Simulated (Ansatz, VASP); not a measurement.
Si2O: VASP beside Ansatz

```
Si O
1.0
    -1.96573    4.67311    3.08291
     1.96573   -4.67311    3.08291
     1.96573    4.67311   -3.08291
Si O
4 2
Direct
  0.77325 0.86063 0.91262
  0.44801 0.86063 0.58738
  0.22675 0.13937 0.08738
  0.55199 0.13937 0.41262
  0.73088 0.98088 0.75000
  0.26912 0.01912 0.25000
```

Alike in both runs: task relaxation of cell and atoms; functional PBE; k mesh 12 × 12 × 12; occupations gaussian, width 0.1 eV; no spin polarisation.

|  | VASP | Ansatz |
| --- | --- | --- |
| version | VASP 6.6.1 | Ansatz 0.2.0 |
| potentials or method | VASP PAW PBE potentials, release 64 (Si, O), cutoff 600 eV | scalar-relativistic, plane waves, PAW |
| valence electrons in the cell | 28 | 28 |

Ansatz gave:

| Property | Result |
| --- | --- |
| gap on the k mesh at the Fermi level, each at its own relaxed structure (eV) | none |
| relaxed volume (Å³/atom) | 18.88 |
| relaxed cell length with the largest relative difference (Å) | 5.934 |

Which values does VASP return?

gap on the k mesh at the Fermi level, each at its own relaxed structure (eV): none; relaxed volume (Å³/atom): 18.84; relaxed cell length with the largest relative difference (Å): 5.931.

A gap of «none» marks a metal or a gap that the smearing closes.
